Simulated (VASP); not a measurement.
# YIn15O24 (a cell with a defect) in VASP: single point with PBE

Aim: the single point of YIn15O24 (a cell with a defect) with PBE.

All numbers are computed with VASP 6.6.1; they aren't measurements. Logs are shortened: lines on timing, memory, paths and dates and some standing lists are left out, and cuts for length are marked.

## (1) The cell of the first run

The cell holds a defect, 40 atoms: a = 7.971 Å, b = 7.971 Å, c = 7.971 Å, α = 87.00°, β = 87.00°, γ = 87.00°.

## (2) Single point, PBE

The input, INCAR:

```
SYSTEM = YIn15O24
PREC = Accurate
ENCUT = 520
EDIFF = 1E-6
ISMEAR = -1
SIGMA = 0.01
LREAL = Auto
LASPH = .TRUE.
NELM = 100
ALGO = Normal
ISIF = 2
LWAVE = .FALSE.
LCHARG = .FALSE.
GGA = PE
NBANDS = 201
```

The input, KPOINTS:

```
regular mesh
0
G
  3 3 3
  0 0 0
```

The input, POSCAR:

```
YIn15O24
1.0
   -5.4870000000     -3.1679209270      4.8366666667
    5.4870000000     -3.1679209270      4.8366666667
    0.0000000000      6.3358418540      4.8366666667
Y In O
1 15 24
Direct
    0.3609733846      0.3609733846      0.3609733846
    0.8584780228      0.8576321467      0.3584961152
    0.8576321467      0.3584961152      0.8584780228
    0.3584961152      0.8584780228      0.8576321467
    0.1412650010      0.1412650010      0.1412650010
    0.6432945299      0.6448237990      0.1409112216
    0.6448237990      0.1409112216      0.6432945299
    0.1409112216      0.6432945299      0.6448237990
    0.6427522203      0.6427522203      0.6427522203
    0.1404392094      0.1409664795      0.6437285839
    0.1409664795      0.6437285839      0.1404392094
    0.6437285839      0.1404392094      0.1409664795
    0.8582151879      0.8582151879      0.8582151879
    0.3569744364      0.3568990822      0.8585367358
    0.3568990822      0.8585367358      0.3569744364
    0.8585367358      0.3569744364      0.3568990822
    0.6010327329      0.3979816275      0.7487484437
    0.1022359552      0.8971607349      0.7510331862
    0.0999532335      0.3984481438      0.2465248023
    0.6025806424      0.8987972356      0.2514262031
    0.7487484437      0.6010327329      0.3979816275
    0.2465248023      0.0999532335      0.3984481438
    0.2514262031      0.6025806424      0.8987972356
    0.7510331862      0.1022359552      0.8971607349
    0.3979816275      0.7487484437      0.6010327329
    0.8987972356      0.2514262031      0.6025806424
    0.8971607349      0.7510331862      0.1022359552
    0.3984481438      0.2465248023      0.0999532335
    0.3988786318      0.6093479422      0.2453827732
    0.8987743174      0.1006517665      0.2484620479
    0.8970668095      0.6025616100      0.7521022685
    0.3981589416      0.1016791160      0.7466246783
    0.2453827732      0.3988786318      0.6093479422
    0.7521022685      0.8970668095      0.6025616100
    0.7466246783      0.3981589416      0.1016791160
    0.2484620479      0.8987743174      0.1006517665
    0.6093479422      0.2453827732      0.3988786318
    0.1016791160      0.7466246783      0.3981589416
    0.1006517665      0.2484620479      0.8987743174
    0.6025616100      0.7521022685      0.8970668095
```

Potentials or basis: VASP PAW PBE potentials, release 64 (Y_sv, In_d, O).

On the command line:

```console
cat potpaw_PBE.64/Y_sv/POTCAR potpaw_PBE.64/In_d/POTCAR potpaw_PBE.64/O/POTCAR > POTCAR
mpirun -np 1 vasp_std > vasp.out
```

OUTCAR:

```text
SYSTEM = YIn15O24
   PREC = Accurate
   ENCUT = 520
   EDIFF = 1E-6
   ISMEAR = -1
   LREAL = Auto
   LASPH = .TRUE.
   NELM = 100
   ISIF = 2
   GGA = PE

 ion  position               nearest neighbor table
   1  0.361  0.361  0.361-  33 2.17  29 2.17  37 2.17  22 2.31  28 2.31  19 2.31   5 3.19  10 3.28
                            11 3.28  12 3.28   6 3.60   8 3.60   7 3.60  14 3.96  16 3.96  15 3.96
   2  0.858  0.858  0.358-  34 2.11  30 2.12  38 2.12  27 2.25  20 2.25  21 2.27   6 3.12  11 3.24
                            12 3.24   9 3.24   7 3.59   5 3.59   8 3.59  15 3.97  16 3.98  13 3.98
   3  0.858  0.358  0.858-  31 2.11  39 2.12  35 2.12  24 2.25  26 2.25  17 2.27   7 3.12  12 3.24
                            10 3.24   9 3.24   8 3.59   5 3.59   6 3.59  16 3.97  14 3.98  13 3.98
   4  0.358  0.858  0.858-  40 2.11  36 2.12  32 2.12  18 2.25  23 2.25  25 2.27   8 3.12  10 3.24
                            11 3.24   9 3.24   6 3.59   5 3.59   7 3.59  14 3.97  15 3.98  13 3.98
   5  0.141  0.141  0.141-  39 2.11  30 2.11  36 2.11  22 2.26  28 2.26  19 2.26   1 3.19  14 3.24
                            15 3.24  16 3.24   2 3.59   4 3.59   3 3.59  10 3.97  12 3.97  11 3.97
   6  0.643  0.645  0.141-  29 2.11  40 2.12  35 2.12  27 2.23  20 2.25  21 2.26   2 3.12  13 3.23
                            15 3.25  16 3.26   4 3.59   3 3.59   1 3.60  12 3.95  11 3.97   9 3.97
   7  0.645  0.141  0.643-  37 2.11  34 2.12  32 2.12  24 2.23  26 2.25  17 2.26   3 3.12  13 3.23
                            16 3.25  14 3.26   2 3.59   4 3.59   1 3.60  10 3.95  12 3.97   9 3.97
   8  0.141  0.643  0.645-  33 2.11  31 2.12  38 2.12  18 2.23  23 2.25  25 2.26   4 3.12  13 3.23
                            14 3.25  15 3.26   3 3.59   2 3.59   1 3.60  11 3.95  10 3.97   9 3.97
   9  0.643  0.643  0.643-  21 2.12  17 2.12  25 2.12  34 2.25  40 2.25  31 2.25  13 3.13   2 3.24
                             3 3.24   4 3.24  14 3.61  16 3.61  15 3.61   6 3.97   7 3.97   8 3.97
  10  0.140  0.141  0.644-  26 2.11  18 2.11  22 2.12  39 2.25  32 2.25  33 2.26  14 3.13   4 3.24
                             3 3.24   1 3.28  13 3.58  16 3.60  15 3.60   7 3.95   8 3.97   5 3.97
  11  0.141  0.644  0.140-  23 2.11  27 2.11  19 2.12  36 2.25  38 2.25  29 2.26  15 3.13   2 3.24
                             4 3.24   1 3.28  13 3.58  14 3.60  16 3.60   8 3.95   6 3.97   5 3.97
[... 32 lines left out ...]
  39  0.101  0.248  0.899-   5 2.11   3 2.12  10 2.25  14 2.26
  40  0.603  0.752  0.897-   4 2.11   6 2.12  13 2.25   9 2.25

  LATTYP: Found a trigonal (rhomboedric) cell.
 ALAT       =     7.9709620777
 COS(alpha) =     0.0522835256

  Lattice vectors:

 A1 = (  -5.4870000000,  -3.1679209270,   4.8366666667)
 A2 = (   5.4870000000,  -3.1679209270,   4.8366666667)
 A3 = (   0.0000000000,   6.3358418540,   4.8366666667)

Analysis of symmetry for initial positions (statically):
=====================================================================
 Subroutine PRICEL returns:
 Original cell was already a primitive cell.

 Routine SETGRP: Setting up the symmetry group for a
 trigonal (rhombohedral) supercell.

 Subroutine GETGRP returns: Found  3 space group operations
 (whereof  3 operations were pure point group operations)
 out of a pool of 12 trial point group operations.

The static configuration has the point symmetry C_3 .

Analysis of symmetry for dynamics (positions and initial velocities):
=====================================================================
 Subroutine PRICEL returns:
 Original cell was already a primitive cell.

 Routine SETGRP: Setting up the symmetry group for a
 trigonal (rhombohedral) supercell.

 Subroutine GETGRP returns: Found  3 space group operations
 (whereof  3 operations were pure point group operations)
 out of a pool of 12 trial point group operations.

The dynamic configuration has the point symmetry C_3 .

 Subroutine INISYM returns: Found  3 space group operations
 (whereof  3 operations are pure point group operations),
 and found     1 'primitive' translations

----------------------------------------------------------------------------------------

                                     Primitive cell

  volume of cell :     504.4367

  direct lattice vectors                    reciprocal lattice vectors
    -5.487000000 -3.167920927  4.836666667    -0.091124476 -0.052610741  0.068917988
     5.487000000 -3.167920927  4.836666667     0.091124476 -0.052610741  0.068917988
     0.000000000  6.335841854  4.836666667     0.000000000  0.105221482  0.068917988

  length of vectors
     7.970962078  7.970962078  7.970962078     0.125782547  0.125782547  0.125782547

  position of ions in fractional coordinates (direct lattice)
     0.360973385  0.360973385  0.360973385
     0.858478023  0.857632147  0.358496115
     0.857632147  0.358496115  0.858478023
     0.358496115  0.858478023  0.857632147
     0.141265001  0.141265001  0.141265001
     0.643294530  0.644823799  0.140911222
[... 32 lines left out ...]
     0.100651767  0.248462048  0.898774317
     0.602561610  0.752102269  0.897066809

  ion indices of the primitive-cell ions
   primitive index   ion index
                 1           1
                 2           2
                 3           3
                 4           4
                 5           5
                 6           6
[... 32 lines left out ...]
                39          39
                40          40

----------------------------------------------------------------------------------------

 KPOINTS: regular mesh

Automatic generation of k-mesh.
 Grid dimensions read from file:
 generate k-points for:    3    3    3

 Generating k-lattice:

  Cartesian coordinates                     Fractional coordinates (reciprocal lattice)
    -0.030374825 -0.017536914  0.022972663     0.333333333 -0.000000000 -0.000000000
     0.030374825 -0.017536914  0.022972663    -0.000000000  0.333333333 -0.000000000
     0.000000000  0.035073827  0.022972663    -0.000000000 -0.000000000  0.333333333

  Length of vectors
     0.041927516  0.041927516  0.041927516

  Shift w.r.t. Gamma in fractional coordinates (k-lattice)
     0.000000000  0.000000000  0.000000000

 Subroutine IBZKPT returns following result:
 ===========================================

 Found      6 irreducible k-points:

 Following reciprocal coordinates:
            Coordinates               Weight
  0.000000  0.000000  0.000000      1.000000
  0.333333 -0.000000  0.000000      6.000000
  0.333333  0.333333  0.000000      6.000000
 -0.333333  0.333333  0.000000      6.000000
  0.333333  0.333333  0.333333      2.000000
 -0.333333  0.333333  0.333333      6.000000
   k-points           NKPTS =      6   k-points in BZ     NKDIM =      6   number of bands    NBANDS=    201
   number of dos      NEDOS =    301   number of ions     NIONS =     40
   total plane-waves  NPLWV = 216000
   dimension x,y,z NGX =    60 NGY =   60 NGZ =   60
   dimension x,y,z NGXF=   120 NGYF=  120 NGZF=  120
   ions per type =               1  15  24
   NGX,Y,Z   is equivalent  to a cutoff of  12.51, 12.51, 12.51 a.u.
   NGXF,Y,Z  is equivalent  to a cutoff of  25.03, 25.03, 25.03 a.u.
 SYSTEM =  YIn15O24
   PREC   = accura    normal or accurate (medium, high low for compatibility)
   ISTART =      0    job   : 0-new  1-cont  2-samecut
   ICHARG =      2    charge: 1-file 2-atom 10-const
   ISPIN  =      1    spin polarized calculation?
   LNONCOLLINEAR =      F non collinear calculations
   LSORBIT =      F    spin-orbit coupling
   LASPH  =      T    aspherical Exc in radial PAW
   ENCUT  =  520.0 eV  38.22 Ry    6.18 a.u.  14.82 14.82 14.82*2*pi/ulx,y,z
   NELM   =    100;   NELMIN=  2; NELMDL= -5     # of ELM steps
   EDIFF  = 0.1E-05   stopping-criterion for ELM
   LREAL  =      T    real-space projection
   EDIFFG = 0.1E-04   stopping-criterion for IOM
   NSW    =      0    number of steps for IOM
   IBRION =     -1    ionic relax: 0-MD 1-quasi-New 2-CG
   NFREE  =      0    steps in history (QN), initial steepest desc. (CG)
   ISIF   =      2    stress and relaxation
   ISYM   =      2    0-nonsym 1-usesym 2-fastsym
   POTIM  = 0.5000    time-step for ionic-motion
   TEBEG  =    0.0;   TEEND  =   0.0 temperature during run
   PSTRESS=    0.0 pullay stress
   NELECT =     350.0000    total number of electrons
   NUPDOWN=      -1.0000    fix difference up-down
   EMIN   =  10.00;   EMAX   =-10.00  energy-range for DOS
   EFERMI =   0.00;   METHOD = LEGACY
   ISMEAR =    -1;   SIGMA  =   0.01  broadening in eV -4-tet -1-fermi 0-gaus
   EFERMI_NEDOS =   21; number of points for ismear=-14 and -15
   IALGO  =     38    algorithm
   IMIX   =      4    mixing-type and parameters
     AMIX     =   0.40;   BMIX     =  1.00
     AMIX_MAG =   1.60;   BMIX_MAG =  1.00
  volume/ion in A,a.u.               =      12.61        85.10
  Fermi-wavevector in a.u.,A,eV,Ry     =   1.449312  2.738803 28.579117  2.100506
  Thomas-Fermi vector in A             =   2.567053
   LORBIT       =      0    0 simple, 1 ext, 2 COOP (PROOUT), +10 PAW based schemes
   GGA     = PE    functional components
   LHFCALC =     F    Hartree Fock is set to
   AEXX    =    0.0000 exact exchange contribution
   IVDW    =     0    specifies the selected vdW correction
   LEPSILON=     F    determine dielectric tensor
   LRPA    =     F    only Hartree local field effects (RPA)
 non-spin polarized calculation
  energy-cutoff  :      520.00
  volume of cell :      504.44
 maximum number of plane-waves:     13620
   NGX = 29   NGY = 29   NGZ = 29

 number of electron     350.0000135 magnetization

 Free energy of the ion-electron system (eV)
  ---------------------------------------------------
  ext. energy  EPLUGINS =         0.00000000
  ---------------------------------------------------
  free energy    TOTEN  =      -229.70549895 eV

  energy without entropy =     -229.70549895  energy(sigma->0) =     -229.70549895

 E-fermi :   5.7610     XC(G=0): -11.2312

 val. band max:        5.4397795128   @ k =   0.0000   0.0000   0.0000
 cond. band min:       6.9954259029   @ k =   0.0000   0.0000   0.0000
 fundamental gap:      1.5556463901
 Fermi energy:         5.7609631879

 k-point     1 :       0.0000    0.0000    0.0000
  band No.  band energies     occupation
      1     -33.8520      2.00000
      2     -14.4911      2.00000
      3     -14.4911      2.00000
      4     -14.3762      2.00000
      5     -12.1655      2.00000
      6     -11.7169      2.00000
[... 1129 lines left out ...]
    186      11.5164      0.00000
    187      11.5625      0.00000
 [bands above 187 left out]

------------------------ aborting loop because EDIFF is reached ----------------------------------------

  FORCE on cell =-STRESS in cart. coord.  units (eV):
  Direction    XX          YY          ZZ          XY          YZ          ZX
  --------------------------------------------------------------------------------------
  -------------------------------------------------------------------------------------
  Total       34.1553823     34.1553823     27.8577382     -0.0000007      0.0000000     -0.0000000
  in kB      108.4833362    108.4833362     88.4809413     -0.0000021      0.0000000     -0.0000000
  external PRESSURE =     101.8158712 kB  Pullay stress =       0.0000000 kB

 VOLUME and BASIS-vectors are now :
 -----------------------------------------------------------------------------
  energy-cutoff  :      520.00
  volume of cell :      504.44
      direct lattice vectors                 reciprocal lattice vectors
    -5.487000000 -3.167920927  4.836666667    -0.091124476 -0.052610741  0.068917988
     5.487000000 -3.167920927  4.836666667     0.091124476 -0.052610741  0.068917988
     0.000000000  6.335841854  4.836666667     0.000000000  0.105221482  0.068917988

 POSITION                                       TOTAL-FORCE (eV/Angst)
 -----------------------------------------------------------------------------------
      0.00000      0.00000      5.23772         0.000000     -0.000000      0.008760
     -0.00464     -3.16513     10.03418         0.004015      0.001037     -0.017926
     -2.73876      1.58658     10.03418        -0.001109     -0.003995     -0.017926
      2.74340      1.57854     10.03418        -0.002906      0.002958     -0.017926
      0.00000      0.00000      2.04976         0.000000      0.000000      0.026193
      0.00839     -3.18787      6.91174        -0.006042      0.018082      0.013967
[... 32 lines left out ...]
      0.81104      4.58853      6.03562        -0.006163     -0.011836      0.001172
      0.82053      1.39221     10.89087        -0.003120     -0.012919      0.001016
 -----------------------------------------------------------------------------------
    total drift:                                0.000000     -0.000000      0.038763

  FREE ENERGIE OF THE ION-ELECTRON SYSTEM (eV)
  ---------------------------------------------------
  free  energy   TOTEN  =      -229.7054989531 eV

  energy  without entropy=     -229.7054989531  energy(sigma->0) =     -229.70549895
```

It took 9.3 min on 1 thread of Intel Xeon 6975P-C (Granite Rapids), shared host; peak memory 0.73 GiB.

Results:

```yaml
Free_energy: -229.7055 eV
Pressure: 10.2 GPa
Largest_force: 0.041 eV/Å
Band_gap_on_the_k_mesh: 1.56 eV
```

Forces on the atoms (eV/Å):
```
Y    0.000  0.000  0.009
In   0.004  0.001 -0.018
In  -0.001 -0.004 -0.018
In  -0.003  0.003 -0.018
In   0.000  0.000  0.026
In  -0.006  0.018  0.014
In   0.019 -0.004  0.014
In  -0.013 -0.014  0.014
In   0.000  0.000 -0.006
In  -0.006 -0.028  0.017
In  -0.021  0.019  0.017
In   0.027  0.009  0.017
In   0.000  0.000 -0.032
In   0.002 -0.015 -0.008
In  -0.014  0.006 -0.008
In   0.012  0.009 -0.008
O   -0.016  0.003  0.003
O   -0.011 -0.001  0.001
O   -0.021 -0.006  0.013
O   -0.015  0.003 -0.001
O    0.006 -0.015  0.003
O    0.016 -0.015  0.013
O    0.005 -0.015 -0.001
O    0.006 -0.010  0.001
O    0.010  0.012  0.003
O    0.010  0.012 -0.001
O    0.005  0.010  0.001
O    0.005  0.021  0.013
O   -0.012  0.032 -0.022
O    0.013  0.001  0.001
O    0.013  0.004  0.001
O    0.013 -0.004  0.000
O   -0.022 -0.026 -0.022
O   -0.010  0.009  0.001
O   -0.003  0.013  0.000
O   -0.007  0.011  0.001
O    0.034 -0.006 -0.022
O   -0.010 -0.009  0.000
O   -0.006 -0.012  0.001
O   -0.003 -0.013  0.001
```

Stress tensor (GPa, compression positive):
```
10.85  0.00  0.00
 0.00 10.85  0.00
 0.00  0.00  8.85
```

Levels at points of the mesh, in eV from the valence-band top:
```
           k point  band 172  band 173  band 174  band 175  band 176  band 177  band 178  band 179
(0.00, 0.00, 0.00)     -0.06     -0.02     -0.02      0.00      1.56      5.18      5.18      5.37
```

Caveat: spin-orbit coupling is left out, which moves the levels of the heavy elements.
